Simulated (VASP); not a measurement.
Input of a VASP 6.6.1 run:

Contents of INCAR:

```
SYSTEM = Al
ALGO = Fast
EDIFF = 1E-6
ENCUT = 520
GGA = PE
ISIF = 2
ISMEAR = 0
LASPH = .True.
LCHARG = .False.
LREAL = .False.
LWAVE = .False.
NBANDS = 8
NELM = 60
PREC = Accurate
SIGMA = 0.15
```

The input KPOINTS:

```
k-points
0
Gamma
  20 20 20
  0 0 0
```

File POSCAR:

```
Al
1.0
    0.0379496250      2.0239800000      2.0239800000
    2.0619296250      0.0000000000      2.0619296250
    2.0239800000      2.0239800000      0.0379496250
Al
1
Direct
    0.0000000000      0.0000000000      0.0000000000
```

Potentials or basis: VASP PAW PBE potentials, release 64 (Al).

The run is started by

```console
$ cat potpaw_PBE.64/Al/POTCAR > POTCAR
$ mpirun -np 1 vasp_std > vasp.out
```

**Question.** Predict the band gap on the k mesh.

**Answer.** Zero (an odd number of electrons rules out a gap without spin polarisation).

**Question.** Estimate the pressure.

**Answer.** -0.3 GPa.

Stress tensor (GPa, compression positive):
```
-0.06  0.00 -1.18
 0.00 -0.85  0.00
-1.18  0.00 -0.06
```

Caveat: the cell differs from its parent crystal (strain +0.0375 x Voigt [0, 0, 0, 0, 1, 0]).
